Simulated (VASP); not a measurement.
# TiO2 (I4_1/amd) in VASP: notebook, part 2 of 2

VASP 6.6.1.

## Step 3: Single point, PBE (strain +0.030 along x and y, -0.030 along z)

File INCAR:

```
  PREC = Accurate
  ENCUT = 520
  EDIFF = 1E-6
  ISMEAR = 0
  SIGMA = 0.05
  LREAL = False
  LASPH = True
  NELM = 100
  ALGO = Normal
  ISIF = 2
  LWAVE = False
  LCHARG = False
  GGA = PE
  NBANDS = 33
```

File KPOINTS:

```
Automatic mesh
0
Gamma
  10 10 10
```

File POSCAR:

```
TiO2
1.0
   -1.9565996073      1.9565996073      4.7029949528
    1.9565996073     -1.9565996073      4.7029949528
    1.9565996073      1.9565996073     -4.7029949528
Ti O
2 4
Direct
    0.0000000000      0.0000000000      0.0000000000
    0.7500000000      0.2500000000      0.5000000000
    0.2065067269      0.2065067269      0.0000000000
    0.9565067269      0.4565067269      0.5000000000
    0.5434932731      0.0434932731      0.5000000000
    0.7934932731      0.7934932731      0.0000000000
```

Potentials or basis: VASP PAW PBE potentials, release 64 (Ti_sv, O).

On the command line:

```bash
cat potpaw_PBE.64/Ti_sv/POTCAR potpaw_PBE.64/O/POTCAR > POTCAR
mpirun -np 1 vasp_std > vasp.out
```

It took 3.8 min on 1 thread of Intel Xeon 6975P-C (Granite Rapids), shared host; peak memory 0.38 GiB.

It converged, with:

| Item | Value |
| --- | --- |
| Free energy | -53.7317 eV |
| Pressure | -3.4 GPa |
| Largest force | 0.565 eV/Å |
| Band gap on the k mesh | 2.02 eV (least direct gap 2.28 eV) |

Forces in eV/Å, atoms in the order of the input:
```
Ti   0.000  0.000  0.000
Ti   0.000  0.000  0.000
O    0.000  0.000  0.565
O    0.000  0.000  0.565
O    0.000  0.000 -0.565
O    0.000  0.000 -0.565
```

Stress tensor (GPa, compression positive):
```
-7.68  0.00  0.00
 0.00 -7.68  0.00
 0.00  0.00  5.19
```

Levels at points of the mesh, in eV from the valence-band top:
```tsv
k point	band 20	band 21	band 22	band 23	band 24	band 25	band 26	band 27	band 28	band 29
(0.00, 0.00, 0.00)	-0.57	-0.55	-0.55	-0.37	-0.37	2.02	2.79	3.84	3.84	3.86
(0.50, 0.00, 0.00)	-1.75	-1.74	-0.78	-0.68	-0.47	3.01	3.36	3.44	3.53	4.07
(0.50, 0.50, 0.00)	-2.44	-1.75	-1.75	-0.03	-0.03	3.23	3.23	3.67	3.67	4.52
(0.50, 0.50, 0.50)	-1.18	-1.06	-1.06	-0.08	-0.08	2.39	2.39	3.62	3.62	4.14
```

Caveat: the cell differs from its parent crystal (strain +0.030 along x and y, -0.030 along z); the cell stands under tension.

## Step 4: Single point, PBE (strain +0.000 along x and y, +0.030 along z)

File INCAR:

```
PREC = Accurate
ENCUT = 520
EDIFF = 1E-6
ISMEAR = 0
SIGMA = 0.05
LREAL = F
LASPH = T
NELM = 80
ALGO = Normal
ISIF = 2
LWAVE = F
LCHARG = F
GGA = PE
NBANDS = 33
```

KPOINTS is that of step 3.

POSCAR: that of step 3 with these lines changed.

```diff
@@ -2,5 +2,5 @@
 1.0
-   -1.9565996073      1.9565996073      4.7029949528
-    1.9565996073     -1.9565996073      4.7029949528
-    1.9565996073      1.9565996073     -4.7029949528
+   -1.8996112692      1.8996112692      4.9939018570
+    1.8996112692     -1.8996112692      4.9939018570
+    1.8996112692      1.8996112692     -4.9939018570
 Ti O
```

On the command line:

```bash
cat potpaw_PBE.64/Ti_sv/POTCAR potpaw_PBE.64/O/POTCAR > POTCAR
mpirun -np 1 vasp_std > vasp.out
```

Wall time 3.8 min (1 thread of Intel Xeon 6975P-C (Granite Rapids), shared host); peak memory 0.38 GiB.

The run converged. Its results:

```
Free energy            : -53.8129 eV
Pressure               : -5.0 GPa
Largest force          : 0.395 eV/Å
Band gap on the k mesh : 2.06 eV (least direct gap 2.39 eV)
```

Forces in eV/Å, atoms in the order of the input:
```
Ti   0.000  0.000  0.000
Ti   0.000  0.000  0.000
O    0.000  0.000 -0.395
O    0.000  0.000 -0.395
O    0.000  0.000  0.395
O    0.000  0.000  0.395
```

Stress tensor (GPa, compression positive):
```
-3.26  0.00  0.00
 0.00 -3.26  0.00
 0.00  0.00 -8.59
```

Levels at points of the mesh, in eV from the valence-band top:
| k point | band 21 | band 22 | band 23 | band 24 | band 25 | band 26 | band 27 | band 28 |
| --- | --- | --- | --- | --- | --- | --- | --- | --- |
| (0.00, 0.00, 0.00) | -0.95 | -0.87 | -0.42 | -0.42 | 2.06 | 2.63 | 3.82 | 3.82 |
| (0.50, 0.00, 0.00) | -1.82 | -0.99 | -0.86 | -0.70 | 3.11 | 3.28 | 3.32 | 3.40 |
| (0.50, 0.50, 0.00) | -2.00 | -2.00 | -0.05 | -0.05 | 3.02 | 3.02 | 3.48 | 3.48 |
| (0.50, 0.50, 0.50) | -1.32 | -1.32 | -0.15 | -0.15 | 2.34 | 2.34 | 3.56 | 3.56 |

Caveat: the cell differs from its parent crystal (strain +0.000 along x and y, +0.030 along z); the cell stands under tension.

## Step 5: Single point, PBE (strain +0.015 along x and y, +0.000 along z)

File INCAR:

```
PREC = Accurate ; ENCUT = 520
EDIFF = 1E-6 ; ISMEAR = 0
SIGMA = 0.05 ; LREAL = F
LASPH = T ; NELM = 80
ALGO = Normal ; ISIF = 2
LWAVE = F ; LCHARG = T
GGA = PE ; LELF = T
LVHAR = T ; NBANDS = 33
```

File KPOINTS:

```
regular mesh
0
Gamma
  10 10 10
```

POSCAR: that of step 4 with these lines changed.

```diff
@@ -2,5 +2,5 @@
 1.0
-   -1.8996112692      1.8996112692      4.9939018570
-    1.8996112692     -1.8996112692      4.9939018570
-    1.8996112692      1.8996112692     -4.9939018570
+   -1.9281054382      1.9281054382      4.8484484049
+    1.9281054382     -1.9281054382      4.8484484049
+    1.9281054382      1.9281054382     -4.8484484049
 Ti O
```

Potentials or basis: VASP PAW PBE potentials, release 64 (Ti_sv, O).

On the command line:

```bash
cat potpaw_PBE.64/Ti_sv/POTCAR potpaw_PBE.64/O/POTCAR > POTCAR
mpirun -np 1 vasp_std > vasp.out
```

OUTCAR:

```text
PREC = Accurate
   ENCUT = 520
   EDIFF = 1E-6
   ISMEAR = 0
   LREAL = F
   LASPH = T
   NELM = 80
   ISIF = 2
   GGA = PE

 ion  position               nearest neighbor table
   1  0.000  0.000  0.000-   5 1.97   4 1.97   5 1.97   4 1.97   3 2.00   6 2.00
   2  0.750  0.250  0.500-   6 1.97   3 1.97   6 1.97   3 1.97   4 2.00   5 2.00
   3  0.207  0.207  0.000-   2 1.97   2 1.97   1 2.00
   4  0.957  0.457  0.500-   1 1.97   1 1.97   2 2.00
   5  0.543  0.043  0.500-   1 1.97   1 1.97   2 2.00
   6  0.793  0.793  0.000-   2 1.97   2 1.97   1 2.00

  LATTYP: Found a body centered tetragonal cell.
 ALAT       =     3.8562108764
 C/A-ratio  =     2.5146178777

  Lattice vectors:

 A1 = (  -1.9281054382,   1.9281054382,   4.8484484049)
 A2 = (   1.9281054382,  -1.9281054382,   4.8484484049)
 A3 = (   1.9281054382,   1.9281054382,  -4.8484484049)

Analysis of symmetry for initial positions (statically):
=====================================================================
 Subroutine PRICEL returns:
 Original cell was already a primitive cell.

 Routine SETGRP: Setting up the symmetry group for a
[... 175 lines left out ...]
  free energy    TOTEN  =       -53.83200013 eV

  energy without entropy =      -53.83200013  energy(sigma->0) =      -53.83200013

 E-fermi :   3.2425     XC(G=0): -10.4417

 val. band max:        2.8602900028   @ k =  -0.4000   0.4000   0.0000
 cond. band min:       4.8919387183   @ k =   0.0000   0.0000   0.0000
 fundamental gap:      2.0316487155
 Fermi energy:         3.2425360521

 k-point     1 :       0.0000    0.0000    0.0000
  band No.  band energies     occupation
      1     -53.7017      2.00000
      2     -53.6550      2.00000
      3     -30.0972      2.00000
      4     -29.8974      2.00000
      5     -29.8974      2.00000
      6     -29.8390      2.00000
[... 853 lines left out ...]
     32       8.9709      0.00000
     33       9.7298      0.00000

 [... further k-points ...]
[... 5 lines left out ...]
  --------------------------------------------------------------------------------------
  -------------------------------------------------------------------------------------
  Total       -2.6363006     -2.6363006     -1.4381490      0.0000000     -0.0000000      0.0000000
  in kB      -58.5842905    -58.5842905    -31.9587761      0.0000000     -0.0000000      0.0000000
  external PRESSURE =     -49.7091190 kB  Pullay stress =       0.0000000 kB

 VOLUME and BASIS-vectors are now :
 -----------------------------------------------------------------------------
  energy-cutoff  :      520.00
  volume of cell :       72.10
      direct lattice vectors                 reciprocal lattice vectors
    -1.928105438  1.928105438  4.848448405     0.000000000  0.259321918  0.103125775
     1.928105438 -1.928105438  4.848448405     0.259321918  0.000000000  0.103125775
     1.928105438  1.928105438 -4.848448405     0.259321918  0.259321918  0.000000000

 POSITION                                       TOTAL-FORCE (eV/Angst)
 -----------------------------------------------------------------------------------
      0.00000      0.00000      0.00000        -0.000000     -0.000000      0.000000
      0.00000      1.92811      2.42422        -0.000000     -0.000000     -0.000000
      0.00000      0.00000      2.00247         0.000000     -0.000000      0.014075
     -0.00000      1.92811      4.42670        -0.000000      0.000000      0.014075
      0.00000      1.92811      0.42175        -0.000000      0.000000     -0.014075
      0.00000      0.00000      7.69442         0.000000     -0.000000     -0.014075
 -----------------------------------------------------------------------------------
    total drift:                               -0.000000      0.000000      0.000000

  FREE ENERGIE OF THE ION-ELECTRON SYSTEM (eV)
  ---------------------------------------------------
  free  energy   TOTEN  =       -53.8320001295 eV

  energy  without entropy=      -53.8320001295  energy(sigma->0) =      -53.83200013
```

It took 3.9 min on 1 thread of Intel Xeon 6975P-C (Granite Rapids), shared host; peak memory 0.37 GiB.

What came out:

```
Free energy            : -53.8320 eV
Pressure               : -5.0 GPa
Largest force          : 0.014 eV/Å
Band gap on the k mesh : 2.03 eV (least direct gap 2.31 eV)
```

Forces on the atoms (eV/Å):
```
Ti   0.000  0.000  0.000
Ti   0.000  0.000  0.000
O    0.000  0.000  0.014
O    0.000  0.000  0.014
O    0.000  0.000 -0.014
O    0.000  0.000 -0.014
```

Caveat: the cell differs from its parent crystal (strain +0.015 along x and y, +0.000 along z); the cell stands under tension. A k mesh can miss the band edges.

## Step 6: Single point, PBE (strain +0.030 along x and y, -0.015 along z)

File INCAR:

```
PREC = Accurate
ENCUT = 520
EDIFF = 1E-7
ISMEAR = 0
SIGMA = 0.05
LREAL = F
LASPH = T
NELM = 80
ALGO = Normal
ISIF = 2
LWAVE = F
LCHARG = F
GGA = PE
NBANDS = 33
```

KPOINTS is that of step 5.

POSCAR: that of step 5 with these lines changed.

```diff
@@ -2,5 +2,5 @@
 1.0
-   -1.9281054382      1.9281054382      4.8484484049
-    1.9281054382     -1.9281054382      4.8484484049
-    1.9281054382      1.9281054382     -4.8484484049
+   -1.9565996073      1.9565996073      4.7757216788
+    1.9565996073     -1.9565996073      4.7757216788
+    1.9565996073      1.9565996073     -4.7757216788
 Ti O
```

Potentials or basis: VASP PAW PBE potentials, release 64 (Ti_sv, O).

On the command line:

```bash
cat potpaw_PBE.64/Ti_sv/POTCAR potpaw_PBE.64/O/POTCAR > POTCAR
mpirun -np 1 vasp_std > vasp.out
```

Wall time 3.8 min (1 thread of Intel Xeon 6975P-C (Granite Rapids), shared host); peak memory 0.38 GiB.

It converged, with:

- Free energy: -53.7462 eV
- Pressure: -6.8 GPa
- Largest force: 0.244 eV/Å
- Band gap on the k mesh: 1.99 eV (least direct gap 2.26 eV)

Forces on the atoms (eV/Å):
```
Ti   0.000  0.000  0.000
Ti   0.000  0.000  0.000
O    0.000  0.000  0.244
O    0.000  0.000  0.244
O    0.000  0.000 -0.244
O    0.000  0.000 -0.244
```

Stress tensor (GPa, compression positive):
```
-9.51  0.00  0.00
 0.00 -9.51  0.00
 0.00  0.00 -1.29
```

Levels at points of the mesh, in eV from the valence-band top:
```csv
k point,band 22,band 23,band 24,band 25,band 26,band 27
"(0.00, 0.00, 0.00)",-0.62,-0.36,-0.36,1.99,2.70,3.74
"(0.50, 0.00, 0.00)",-0.78,-0.74,-0.52,2.96,3.29,3.33
"(0.50, 0.50, 0.00)",-1.77,-0.04,-0.04,3.12,3.12,3.55
"(0.50, 0.50, 0.50)",-1.10,-0.08,-0.08,2.33,2.33,3.51
```

Caveat: the cell differs from its parent crystal (strain +0.030 along x and y, -0.015 along z); the cell stands under tension.

## Step 7: Overview

| cell | gap on the mesh (eV) | pressure (GPa) | largest force (eV/Å) |
| --- | --- | --- | --- |
| a = 5.709 Å, angles 139.9, 139.9, 58.0°, 6 atoms | 1.90 | -14.5 | 0.40 |
| a = 5.457 Å, angles 138.0, 138.0, 60.9°, 6 atoms | 2.02 | -3.4 | 0.56 |
| a = 5.671 Å, angles 140.9, 140.9, 56.6°, 6 atoms | 2.06 | -5.0 | 0.39 |
| a = 5.563 Å, angles 139.4, 139.4, 58.7°, 6 atoms | 2.03 | -5.0 | 0.01 |
| a = 5.519 Å, angles 138.5, 138.5, 60.2°, 6 atoms | 1.99 | -6.8 | 0.24 |

Alike in all rows: task single point; level PBE; potentials or basis VASP PAW PBE potentials, release 64 (Ti_sv, O); no spin polarisation; k mesh 10 × 10 × 10; cutoff (eV) 520; smearing gaussian 0.05 eV.

Caveats: the cell stands under tension.

Absolute energies hang on the potentials; compare differences alone.
